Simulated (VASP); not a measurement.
# Au (P-1) in VASP: a series of runs

Au is run at these levels: PBE; tasks: single point.

Everything below comes from runs of VASP 6.6.1. Logs are shortened: lines on timing, memory, paths and dates and some standing lists are left out, and cuts for length are marked.

## (1) The cell of the first run

The typed cell holds 2 atoms: a = 2.834 Å, b = 2.839 Å, c = 5.225 Å, α = 103.14°, β = 102.66°, γ = 90.26°.

## (2) Single point, PBE

INCAR reads:

```
ALGO     = Fast           # electronic algorithm
EDIFF    = 1E-6           # SCF threshold, eV
ENCUT    = 520            # plane-wave cutoff, eV
GGA      = PE             # functional
ISIF     = 2              # what is computed and relaxed
ISMEAR   = -1             # smearing method
LASPH    = True           # aspherical terms in the spheres
LCHARG   = False          # write CHGCAR
LREAL    = False          # projectors in reciprocal space
LWAVE    = False          # write WAVECAR
NBANDS   = 18             # bands
NELM     = 100            # most SCF steps
PREC     = Accurate       # precision mode
SIGMA    = 0.05           # smearing width, eV
```

KPOINTS reads:

```
k-points
0
Gamma
  10 10 6
```

POSCAR reads:

```
Au
1.0
    2.8341352242      0.0000000000      0.0000000000
   -0.0130411464      2.8388568190      0.0000000000
   -1.1454275711     -1.1932615928      4.9566243481
Au
2
Direct
    0.6728620000      0.6659620000      0.2740550000
    0.3271380000      0.3340380000      0.7259450000
```

Potentials or basis: VASP PAW PBE potentials, release 64 (Au).

On the command line:

```bash
> cat potpaw_PBE.64/Au/POTCAR > POTCAR
> mpirun -np 1 vasp_std > vasp.out
```

OUTCAR:

```text
EDIFF = 1E-6
   ENCUT = 520
   GGA = PE
   ISIF = 2
   ISMEAR = -1
   LASPH = True
   LREAL = False
   NELM = 100
   PREC = Accurate

 ion  position               nearest neighbor table
   1  0.673  0.666  0.274-   2 2.75   2 2.94   2 3.00   2 3.02   2 3.07
   2  0.327  0.334  0.726-   1 2.75   1 2.94   1 3.00   1 3.02   1 3.07

  LATTYP: Found a triclinic cell.
 ALAT       =     2.8341352242
 B/A-ratio  =     1.4186468224
 C/A-ratio  =     2.8424930260
 COS(alpha) =     0.0022337933
 COS(beta)  =     0.5581870929
 COS(gamma) =     0.7081406305

  Lattice vectors:

 A1 = (  -2.8341352242,   0.0000000000,   0.0000000000)
 A2 = (  -2.8471763706,   2.8388568190,   0.0000000000)
 A3 = (  -4.4967605845,  -4.4844520452,  -4.9566243481)

Analysis of symmetry for initial positions (statically):
=====================================================================
 Subroutine PRICEL returns:
 Original cell was already a primitive cell.

 Routine SETGRP: Setting up the symmetry group for a
 triclinic supercell.

 Subroutine GETGRP returns: Found  2 space group operations
 (whereof  2 operations were pure point group operations)
 out of a pool of  2 trial point group operations.

The static configuration has the point symmetry S_2 .

Analysis of symmetry for dynamics (positions and initial velocities):
=====================================================================
 Subroutine PRICEL returns:
 Original cell was already a primitive cell.

 Routine SETGRP: Setting up the symmetry group for a
 triclinic supercell.

 Subroutine GETGRP returns: Found  2 space group operations
 (whereof  2 operations were pure point group operations)
 out of a pool of  2 trial point group operations.

The dynamic configuration has the point symmetry S_2 .

 Subroutine INISYM returns: Found  2 space group operations
 (whereof  2 operations are pure point group operations),
 and found     1 'primitive' translations

----------------------------------------------------------------------------------------

                                     Primitive cell

  volume of cell :      39.8795

  direct lattice vectors                    reciprocal lattice vectors
     2.834135224  0.000000000  0.000000000     0.352841315  0.001620883  0.081928401
[... 82 lines left out ...]
   LSORBIT =      F    spin-orbit coupling
   LASPH  =      T    aspherical Exc in radial PAW
   ENCUT  =  520.0 eV  38.22 Ry    6.18 a.u.   5.27  5.28  9.72*2*pi/ulx,y,z
   NELM   =    100;   NELMIN=  2; NELMDL= -5     # of ELM steps
   EDIFF  = 0.1E-05   stopping-criterion for ELM
   LREAL  =      F    real-space projection
   EDIFFG = 0.1E-04   stopping-criterion for IOM
   NSW    =      0    number of steps for IOM
   IBRION =     -1    ionic relax: 0-MD 1-quasi-New 2-CG
   NFREE  =      0    steps in history (QN), initial steepest desc. (CG)
   ISIF   =      2    stress and relaxation
   ISYM   =      2    0-nonsym 1-usesym 2-fastsym
   POTIM  = 0.5000    time-step for ionic-motion
   TEBEG  =    0.0;   TEEND  =   0.0 temperature during run
   PSTRESS=    0.0 pullay stress
   NELECT =      22.0000    total number of electrons
   NUPDOWN=      -1.0000    fix difference up-down
   EMIN   =  10.00;   EMAX   =-10.00  energy-range for DOS
   EFERMI =   0.00;   METHOD = LEGACY
   ISMEAR =    -1;   SIGMA  =   0.05  broadening in eV -4-tet -1-fermi 0-gaus
   EFERMI_NEDOS =   21; number of points for ismear=-14 and -15
   IALGO  =     68    algorithm
   IMIX   =      4    mixing-type and parameters
     AMIX     =   0.40;   BMIX     =  1.00
     AMIX_MAG =   1.60;   BMIX_MAG =  1.00
  volume/ion in A,a.u.               =      19.94       134.56
  Fermi-wavevector in a.u.,A,eV,Ry     =   1.342659  2.537257 24.527671  1.802733
  Thomas-Fermi vector in A             =   2.470795
   LORBIT       =      0    0 simple, 1 ext, 2 COOP (PROOUT), +10 PAW based schemes
   GGA     = PE    functional components
   LHFCALC =     F    Hartree Fock is set to
   AEXX    =    0.0000 exact exchange contribution
   IVDW    =     0    specifies the selected vdW correction
   LEPSILON=     F    determine dielectric tensor
   LRPA    =     F    only Hartree local field effects (RPA)
 non-spin polarized calculation
 RMM-DIIS sequential band-by-band and
  energy-cutoff  :      520.00
  volume of cell :       39.88
 maximum number of plane-waves:      1091
 NGX is ok and might be reduce to    24
   NGX = 11   NGY = 11   NGZ = 19

 number of electron      22.0000001 magnetization

 Free energy of the ion-electron system (eV)
  ---------------------------------------------------
  ext. energy  EPLUGINS =         0.00000000
  ---------------------------------------------------
  free energy    TOTEN  =        -6.22131672 eV

  energy without entropy =       -6.21769119  energy(sigma->0) =       -6.21950395

 E-fermi :   6.9294     XC(G=0): -11.7071

 val. band max:        6.9039310711   @ k =   0.4000  -0.1000   0.3333
 cond. band min:       6.9323141009   @ k =   0.3000  -0.4000   0.3333
 fundamental gap:      0.0283830297
 Fermi energy:         6.9294430581

 k-point     1 :       0.0000    0.0000    0.0000
  band No.  band energies     occupation
      1      -1.3520      2.00000
      2       1.0749      2.00000
      3       1.3754      2.00000
      4       1.8763      2.00000
      5       2.4154      2.00000
      6       4.1012      2.00000
[... 481 lines left out ...]
      5       2.8987      2.00000
      6       3.3290      2.00000
[... 10 lines left out ...]
     17      19.3684      0.00000
     18      23.8453      0.00000

 [... further k-points ...]

------------------------ aborting loop because EDIFF is reached ----------------------------------------

  FORCE on cell =-STRESS in cart. coord.  units (eV):
  Direction    XX          YY          ZZ          XY          YZ          ZX
  --------------------------------------------------------------------------------------
  -------------------------------------------------------------------------------------
  Total       -0.9040594     -0.9633164     -0.4423152      0.0512012      0.1258904      0.1619604
  in kB      -36.3209749    -38.7016477    -17.7702040      2.0570294      5.0577012      6.5068297
  external PRESSURE =     -30.9309422 kB  Pullay stress =       0.0000000 kB

 VOLUME and BASIS-vectors are now :
 -----------------------------------------------------------------------------
  energy-cutoff  :      520.00
  volume of cell :       39.88
      direct lattice vectors                 reciprocal lattice vectors
     2.834135224  0.000000000  0.000000000     0.352841315  0.001620883  0.081928401
    -0.013041146  2.838856819  0.000000000     0.000000000  0.352254469  0.084802014
    -1.145427571 -1.193261593  4.956624348     0.000000000  0.000000000  0.201750209

 POSITION                                       TOTAL-FORCE (eV/Angst)
 -----------------------------------------------------------------------------------
      1.58439      1.56355      1.35839         0.025879      0.022951      0.062952
      0.09128      0.08204      3.59824        -0.025879     -0.022951     -0.062952
 -----------------------------------------------------------------------------------
    total drift:                                0.000000     -0.000000      0.000000

  FREE ENERGIE OF THE ION-ELECTRON SYSTEM (eV)
  ---------------------------------------------------
  free  energy   TOTEN  =        -6.2213167171 eV

  energy  without entropy=       -6.2176911878  energy(sigma->0) =       -6.21950395
```

OSZICAR:

```text
N       E                     dE             d eps       ncg     rms          rms(c)
DAV:   1     0.121022478206E+03    0.12102E+03   -0.11502E+04 10954   0.117E+03
DAV:   2    -0.465204720520E+01   -0.12567E+03   -0.11971E+03 11590   0.252E+02
DAV:   3    -0.674015160710E+01   -0.20881E+01   -0.20761E+01 12868   0.328E+01
DAV:   4    -0.675069609924E+01   -0.10544E-01   -0.10543E-01 12372   0.243E+00
DAV:   5    -0.675081532277E+01   -0.11922E-03   -0.11922E-03 12354   0.278E-01    0.941E+00
RMM:   6    -0.624644489565E+01    0.50437E+00   -0.97496E-01 10950   0.727E+00    0.636E+00
RMM:   7    -0.622458808984E+01    0.21857E-01   -0.83801E-02 11351   0.229E+00    0.335E+00
RMM:   8    -0.622142469797E+01    0.31634E-02   -0.82938E-03 11674   0.694E-01    0.422E-01
RMM:   9    -0.622129883578E+01    0.12586E-03   -0.98831E-04 12111   0.234E-01    0.104E-01
RMM:  10    -0.622131401043E+01   -0.15175E-04   -0.14548E-04 12233   0.818E-02    0.576E-02
RMM:  11    -0.622131581797E+01   -0.18075E-05   -0.26150E-05 12090   0.337E-02    0.134E-02
RMM:  12    -0.622131671707E+01   -0.89909E-06   -0.58278E-06 10509   0.158E-02
   1 F= -.62213167E+01 E0= -.62195040E+01  d E =-.362553E-02
```

stdout:

```text
POSCAR found type information on POSCAR Au
 POSCAR found :  1 types and       2 ions
 scaLAPACK will be used
 LDA part: xc-table for (Slater+PW92), standard interpolation
 POSCAR, INCAR and KPOINTS ok, starting setup
 FFT: planning ... GRIDC
 FFT: planning ... GRID_SOFT
 FFT: planning ... GRID
 WAVECAR not read
 entering main loop
```

Wall time 56 s (1 thread of Intel Xeon 6975P-C (Granite Rapids), shared host); peak memory 0.29 GiB.

What came out:

```
Free energy            : -6.2213 eV
Pressure               : -3.1 GPa
Largest force          : 0.072 eV/Å
Band gap on the k mesh : zero (bands 11 and 12 overlap by 5.04 eV)
```

Forces in eV/Å, atoms in the order of the input:
```
Au   0.026  0.023  0.063
Au  -0.026 -0.023 -0.063
```

Stress tensor (GPa, compression positive):
```
-3.63  0.21  0.65
 0.21 -3.87  0.51
 0.65  0.51 -1.78
```

Caveat: the cell stands under tension; spin-orbit coupling is left out, which moves the levels of the heavy elements.

## (3) Single point, PBE

This run uses another cell than the first one, of 20.33 Å³/atom.

INCAR reads:

```
SYSTEM = Au
ALGO = Fast
EDIFF = 1E-7
ENCUT = 520
GGA = PE
ISIF = 2
ISMEAR = -1
LASPH = .TRUE.
LCHARG = .FALSE.
LREAL = .FALSE.
LWAVE = .FALSE.
NBANDS = 18
NELM = 80
PREC = Accurate
SIGMA = 0.05
```

KPOINTS reads:

```
k-points
0
G
  10 10 6
  0 0 0
```

POSCAR reads:

```
Au
1.0
    2.8525392154      0.0000000000      0.0000000000
   -0.0131258315      2.8572914708      0.0000000000
   -1.1528656209     -1.2010102618      4.9888111224
Au
2
Direct
    0.6728620000      0.6659620000      0.2740550000
    0.3271380000      0.3340380000      0.7259450000
```

Potentials or basis: VASP PAW PBE potentials, release 64 (Au).

On the command line:

```bash
> cat potpaw_PBE.64/Au/POTCAR > POTCAR
> mpirun -np 1 vasp_std > vasp.out
```

OUTCAR:

```text
SYSTEM = Au
   EDIFF = 1E-7
   ENCUT = 520
   GGA = PE
   ISIF = 2
   ISMEAR = -1
   LASPH = .TRUE.
   LREAL = .FALSE.
   NELM = 80
   PREC = Accurate

 ion  position               nearest neighbor table
   1  0.673  0.666  0.274-   2 2.77   2 2.96   2 3.02   2 3.04   2 3.09
   2  0.327  0.334  0.726-   1 2.77   1 2.96   1 3.02   1 3.04   1 3.09

  LATTYP: Found a triclinic cell.
 ALAT       =     2.8525392154
 B/A-ratio  =     1.4186468224
 C/A-ratio  =     2.8424930260
 COS(alpha) =     0.0022337933
 COS(beta)  =     0.5581870929
 COS(gamma) =     0.7081406305

  Lattice vectors:

 A1 = (  -2.8525392154,   0.0000000000,   0.0000000000)
 A2 = (  -2.8656650469,   2.8572914708,   0.0000000000)
 A3 = (  -4.5259611469,  -4.5135726798,  -4.9888111224)

Analysis of symmetry for initial positions (statically):
=====================================================================
 Subroutine PRICEL returns:
 Original cell was already a primitive cell.

 Routine SETGRP: Setting up the symmetry group for a
 triclinic supercell.

[... 163 lines left out ...]
  free energy    TOTEN  =        -6.20205366 eV

  energy without entropy =       -6.19841660  energy(sigma->0) =       -6.20023513

 E-fermi :   6.6725     XC(G=0): -11.5957

 val. band max:        6.6688723732   @ k =   0.3000   0.4000   0.0000
 cond. band min:       6.7052010347   @ k =  -0.4000   0.3000   0.3333
 fundamental gap:      0.0363286615
 Fermi energy:         6.6724920064

 k-point     1 :       0.0000    0.0000    0.0000
  band No.  band energies     occupation
      1      -1.4465      2.00000
      2       0.9469      2.00000
      3       1.2410      2.00000
      4       1.7257      2.00000
      5       2.2483      2.00000
      6       3.8827      2.00000
[... 481 lines left out ...]
      5       2.7184      2.00000
      6       3.1380      2.00000
[... 10 lines left out ...]
     17      18.9679      0.00000
     18      23.4716      0.00000

 [... further k-points ...]

------------------------ aborting loop because EDIFF is reached ----------------------------------------

  FORCE on cell =-STRESS in cart. coord.  units (eV):
  Direction    XX          YY          ZZ          XY          YZ          ZX
  --------------------------------------------------------------------------------------
  -------------------------------------------------------------------------------------
  Total       -1.3891224     -1.4399271     -0.9442065      0.0463942      0.0930480      0.1205143
  in kB      -54.7353442    -56.7371937    -37.2044016      1.8280639      3.6663547      4.7486053
  external PRESSURE =     -49.5589798 kB  Pullay stress =       0.0000000 kB

 VOLUME and BASIS-vectors are now :
 -----------------------------------------------------------------------------
  energy-cutoff  :      520.00
  volume of cell :       40.66
      direct lattice vectors                 reciprocal lattice vectors
     2.852539215  0.000000000  0.000000000     0.350564856  0.001610426  0.081399816
    -0.013125832  2.857291471  0.000000000     0.000000000  0.349981796  0.084254889
    -1.152865621 -1.201010262  4.988811122     0.000000000  0.000000000  0.200448559

 POSITION                                       TOTAL-FORCE (eV/Angst)
 -----------------------------------------------------------------------------------
      1.59468      1.57370      1.36721         0.020712      0.017826      0.082328
      0.09187      0.08258      3.62160        -0.020712     -0.017826     -0.082328
 -----------------------------------------------------------------------------------
    total drift:                                0.000000     -0.000000      0.000000

  FREE ENERGIE OF THE ION-ELECTRON SYSTEM (eV)
  ---------------------------------------------------
  free  energy   TOTEN  =        -6.2020536576 eV

  energy  without entropy=       -6.1984166002  energy(sigma->0) =       -6.20023513
```

OSZICAR:

```text
N       E                     dE             d eps       ncg     rms          rms(c)
DAV:   1     0.120931628703E+03    0.12093E+03   -0.11468E+04 10968   0.116E+03
DAV:   2    -0.459927324939E+01   -0.12553E+03   -0.11916E+03 11586   0.250E+02
DAV:   3    -0.671319169436E+01   -0.21139E+01   -0.21005E+01 12922   0.327E+01
DAV:   4    -0.672404952925E+01   -0.10858E-01   -0.10856E-01 12270   0.245E+00
DAV:   5    -0.672417361059E+01   -0.12408E-03   -0.12408E-03 12440   0.282E-01    0.890E+00
RMM:   6    -0.622489362314E+01    0.49928E+00   -0.98625E-01 10952   0.729E+00    0.607E+00
RMM:   7    -0.620510243469E+01    0.19791E-01   -0.78165E-02 11356   0.220E+00    0.330E+00
RMM:   8    -0.620217296936E+01    0.29295E-02   -0.74307E-03 11697   0.656E-01    0.421E-01
RMM:   9    -0.620203505903E+01    0.13791E-03   -0.98943E-04 12104   0.233E-01    0.983E-02
RMM:  10    -0.620205090349E+01   -0.15844E-04   -0.13936E-04 12222   0.795E-02    0.514E-02
RMM:  11    -0.620205279870E+01   -0.18952E-05   -0.24726E-05 12113   0.329E-02    0.873E-03
RMM:  12    -0.620205357393E+01   -0.77523E-06   -0.48792E-06 12243   0.141E-02    0.624E-03
RMM:  13    -0.620205346548E+01    0.10845E-06   -0.13230E-06 11495   0.684E-03    0.511E-03
RMM:  14    -0.620205358890E+01   -0.12342E-06   -0.28482E-07  8980   0.322E-03    0.488E-04
RMM:  15    -0.620205365765E+01   -0.68748E-07   -0.77829E-08  7465   0.157E-03
   1 F= -.62020537E+01 E0= -.62002351E+01  d E =-.363706E-02
```

stdout:

```text
POSCAR found type information on POSCAR Au
 POSCAR found :  1 types and       2 ions
 scaLAPACK will be used
 LDA part: xc-table for (Slater+PW92), standard interpolation
 POSCAR, INCAR and KPOINTS ok, starting setup
 FFT: planning ... GRIDC
 FFT: planning ... GRID_SOFT
 FFT: planning ... GRID
 WAVECAR not read
 entering main loop
```

Run time: 82 s. Hardware: 1 thread of Intel Xeon 6975P-C (Granite Rapids), shared host; peak memory 0.29 GiB.

What came out:

* Free energy: -6.2021 eV
* Pressure: -5.0 GPa
* Largest force: 0.087 eV/Å
* Band gap on the k mesh: zero (bands 11 and 12 overlap by 5.04 eV)

Forces in eV/Å, atoms in the order of the input:
```
Au   0.021  0.018  0.082
Au  -0.021 -0.018 -0.082
```

Stress tensor (GPa, compression positive):
```
-5.47  0.18  0.47
 0.18 -5.67  0.37
 0.47  0.37 -3.72
```

Caveat: the cell stands under tension; spin-orbit coupling is left out, which moves the levels of the heavy elements.
